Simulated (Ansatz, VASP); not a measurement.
# One calculation of Sc2SnS, two programs

```
CELL_PARAMETERS angstrom
4.96084 0.00000 0.00000
0.00000 4.96084 0.00000
0.00000 0.00000 3.77002
ATOMIC_POSITIONS crystal
Sc 0.00000 0.50000 0.50000
Sc 0.50000 0.00000 0.50000
Sn 0.00000 0.00000 0.00000
S 0.50000 0.50000 0.50000
```

Alike in both runs: functional PBE; k mesh 10 × 10 × 12; occupations gaussian, width 0.1 eV; no spin polarisation.

Ansatz relaxed the structure, and its values are those at the end. VASP's run is a single point on that final structure, the one shown.

|  | VASP | Ansatz |
| --- | --- | --- |
| version | VASP 6.6.1 | Ansatz 0.2.0 |
| potentials or method | VASP PAW PBE potentials, release 64 (Sc_sv, Sn_d, S), cutoff 520 eV | scalar-relativistic, plane waves, PAW |
| valence electrons in the cell | 42 | 42 |

|  | VASP | Ansatz | Ansatz less VASP |
| --- | --- | --- | --- |
| gap on the k mesh at the Fermi level (eV) | none | none | - |
| pressure (GPa) | 0.1 | 0.0 | -0.11 |

A gap of «none» marks a metal or a gap that the smearing closes.
